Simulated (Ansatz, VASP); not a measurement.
One calculation of Y, two programs

```
Y
1.0
     3.63954    0.00000    0.00000
    -1.81977    3.15193    0.00000
     0.00000    0.00000   11.67881
Y
4
Direct
  0.00000 0.00000 0.00000
  0.00000 0.00000 0.50000
  0.33333 0.66667 0.25000
  0.66667 0.33333 0.75000
```

Alike in both runs: functional BLYP; k mesh 10 × 10 × 3; occupations fermi-dirac, width 0.1 eV; no spin polarisation.

Ansatz relaxed the structure, and its values are those at the end. VASP's run is a single point on that final structure, the one shown.

|  | VASP | Ansatz |
| --- | --- | --- |
| version | VASP 6.6.1 | Ansatz 0.2.0 |
| potentials or method | VASP PAW PBE potentials, release 64 (Y_sv), cutoff 520 eV | plane waves (420 eV) with PAW, scalar-relativistic |
| valence electrons in the cell | 44 | 44 |

|  | VASP | Ansatz | Ansatz less VASP |
| --- | --- | --- | --- |
| pressure (GPa) | -0.1 | 0.0 | +0.06 |

VASP's potentials were made for PBE, not for BLYP. The functional is the same, so the differences come from potentials, cutoffs and numerics.
